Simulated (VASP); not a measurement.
**Si62Sb (a cell with a defect): single point with PBE+D3(BJ)**

The system is Si62Sb (a cell with a defect).

```
Si Sb
1.0
    10.86000    0.00000    0.00000
     0.00000   10.86000    0.00000
     0.00000    0.00000   10.86000
Si Sb
62 1
Direct
  0.50807 0.99667 0.00386
  0.62760 0.12842 0.12416
  0.75073 0.25286 0.99763
  0.87441 0.37566 0.12527
  0.75164 0.00314 0.24742
  0.87604 0.12539 0.37761
  0.00061 0.00051 0.99960
  0.12755 0.12277 0.12454
  0.25062 0.24889 0.00018
  0.37508 0.37478 0.12399
  0.49747 0.50019 0.99778
  0.62739 0.62357 0.11616
  0.75130 0.75263 0.99784
  0.87595 0.87603 0.12436
  0.25094 0.00021 0.25529
  0.37450 0.12785 0.37553
  0.50030 0.25103 0.24940
  0.62451 0.37653 0.37405
  0.74677 0.50337 0.24913
  0.87298 0.62661 0.37353
  0.49766 0.00302 0.50042
  0.62647 0.12670 0.62498
  0.74955 0.25212 0.49890
  0.87526 0.37580 0.62449
  0.75112 0.00178 0.74762
  0.87597 0.12557 0.87466
  0.99978 0.49901 0.99994
  0.12396 0.62510 0.12459
  0.24878 0.74513 0.99806
  0.99986 0.24944 0.24959
  0.12398 0.37625 0.37528
  0.24935 0.49990 0.24740
  0.36642 0.61653 0.38351
  0.62552 0.88483 0.37452
  0.99981 0.00004 0.50111
  0.12590 0.12511 0.62573
  0.24818 0.25187 0.49986
  0.37433 0.37178 0.62799
  0.49980 0.49797 0.50201
  0.62432 0.62632 0.62318
  0.74484 0.75118 0.49464
  0.87303 0.87434 0.62276
  0.25053 0.00006 0.75097
  0.37541 0.11836 0.88171
  0.49844 0.24624 0.75373
  0.62576 0.37588 0.87322
  0.74929 0.50155 0.74782
  0.87546 0.62264 0.87495
  0.99955 0.75055 0.24971
  0.12421 0.87534 0.37526
  0.99798 0.50182 0.49838
  0.12439 0.62427 0.62406
  0.24950 0.75250 0.50044
  0.37525 0.87626 0.62536
  0.00016 0.25072 0.74944
  0.12596 0.37429 0.87517
  0.24875 0.49983 0.74853
  0.37445 0.62499 0.87248
  0.50038 0.75082 0.74912
  0.62740 0.87587 0.87225
  0.99830 0.74990 0.74899
  0.12552 0.87571 0.87523
  0.41854 0.83299 0.16738
```

```json
{
 "Program": "VASP 6.6.1",
 "Task": "single point",
 "Functional": "PBE",
 "Dispersion": "D3(BJ)",
 "Potentials or basis": "VASP PAW PBE potentials, release 64 (Si, Sb)",
 "Cutoff": "520 eV",
 "k mesh": "1 × 1 × 1",
 "Occupations": "fermi-dirac, width 0.05 eV",
 "Spin": "no spin polarisation",
 "Dipole correction": "no",
 "Charge": "1",
 "Further INCAR settings": "LREAL = Auto; ALGO = Normal; EDIFF = 1e-06; NBANDS = 164; NELECT = 252.0"
}
```

```
Largest force              : 0.557 eV/Å
Dispersion energy per atom : -0.319 eV
```

Forces on the atoms (eV/Å):
```
Si  -0.032  0.059 -0.065
Si  -0.015 -0.008 -0.002
Si   0.000 -0.007  0.015
Si   0.026 -0.028  0.012
Si  -0.008 -0.014 -0.029
Si  -0.017 -0.007  0.004
Si   0.008  0.000 -0.003
Si   0.005 -0.002 -0.007
Si  -0.005  0.008 -0.002
Si  -0.001  0.004  0.000
Si  -0.026 -0.001  0.000
Si   0.097 -0.109 -0.009
Si  -0.005  0.023  0.014
Si   0.006  0.002 -0.004
Si   0.021 -0.019 -0.026
Si  -0.020  0.003  0.000
Si   0.002 -0.010  0.006
Si   0.001 -0.003  0.002
Si   0.050 -0.046  0.007
Si   0.014 -0.003  0.003
Si  -0.031 -0.002 -0.003
Si   0.020 -0.016 -0.010
Si  -0.005  0.002  0.000
Si   0.010 -0.009  0.010
Si  -0.004 -0.013  0.005
Si  -0.003 -0.005  0.005
Si  -0.008 -0.001  0.005
Si  -0.004  0.000 -0.024
Si   0.073  0.042  0.070
Si   0.018 -0.023 -0.003
Si   0.016  0.010  0.022
Si  -0.001  0.006 -0.013
Si  -0.005 -0.035  0.034
Si   0.105 -0.008  0.116
Si  -0.009 -0.006 -0.003
Si   0.003 -0.005 -0.005
Si   0.015 -0.002  0.008
Si   0.007  0.008 -0.005
Si  -0.003 -0.004  0.004
Si   0.000 -0.002  0.007
Si   0.066 -0.017  0.063
Si   0.038 -0.008  0.044
Si  -0.005 -0.001 -0.005
Si  -0.013  0.038 -0.035
Si  -0.001  0.007 -0.012
Si   0.022  0.007  0.016
Si  -0.006 -0.003 -0.004
Si  -0.016 -0.005  0.006
Si   0.017 -0.003  0.001
Si  -0.008  0.019  0.004
Si  -0.007  0.001 -0.004
Si   0.014 -0.021 -0.014
Si   0.003  0.012 -0.008
Si  -0.001  0.000  0.000
Si   0.000 -0.001  0.000
Si   0.002  0.006  0.007
Si   0.013 -0.007  0.002
Si  -0.024  0.001  0.002
Si   0.000 -0.008  0.013
Si  -0.012  0.000  0.003
Si   0.037 -0.002  0.032
Si   0.030  0.002  0.028
Sb  -0.441  0.197 -0.279
```

Levels at points of the mesh, in eV from the Fermi level:
| k point | band 124 | band 125 | band 126 | band 127 | band 128 | band 129 |
| --- | --- | --- | --- | --- | --- | --- |
| (0.00, 0.00, 0.00) | -0.83 | -0.77 | -0.10 | 0.14 | 0.15 | 0.24 |

Run time: 3.6 min on 1 thread of Intel(R) Xeon(R) Platinum 8488C (Sapphire Rapids), on a shared host, peak memory 1 GiB.

Caveat: the k points lie up to 0.58 Å⁻¹ apart; the cell carries a net charge on a neutralising background, which shifts energy and pressure; the cell is charged against a uniform background, so pressure and absolute levels hang on convention; spin-orbit coupling is left out, which moves the levels of the heavy elements.
